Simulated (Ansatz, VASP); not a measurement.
# NaNb in VASP and in Ansatz

```
Na Nb
1.0
     0.00000    2.86346    2.86346
     2.86346    0.00000    2.86346
     2.86346    2.86346    0.00000
Na Nb
1 1
Direct
  0.50000 0.50000 0.50000
  0.00000 0.00000 0.00000
```

Alike in both runs: functional PBE; k mesh 16 × 16 × 16; occupations gaussian, width 0.1 eV; collinear spin.

Ansatz relaxed the structure, and its values are those at the end. VASP's run is a single point on that final structure, the one shown.

|  | VASP | Ansatz |
| --- | --- | --- |
| version | VASP 6.6.1 | Ansatz 0.2.0 |
| potentials or method | VASP PAW PBE potentials, release 64 (Na_pv, Nb_sv), cutoff 520 eV | scalar-relativistic, plane waves, PAW |
| valence electrons in the cell | 20 | 22 |

```csv
,VASP,Ansatz,Ansatz less VASP
gap on the k mesh at the Fermi level (eV),none,none,-
pressure (GPa),-2.5,0.0,+2.50
net moment per atom (μB),0.00,0.96,+0.960
size of the moment on the site where the two differ most (μB),0.00,1.32,+1.321
```

The net moments are unlike, so the other rows may belong to different states. Site moments also hang on the region over which each program counts them. A gap of «none» marks a metal or a gap that the smearing closes. VASP's potentials hold 20 valence electrons a cell and Ansatz's 22, so a difference there can come from the potentials and not from the codes.
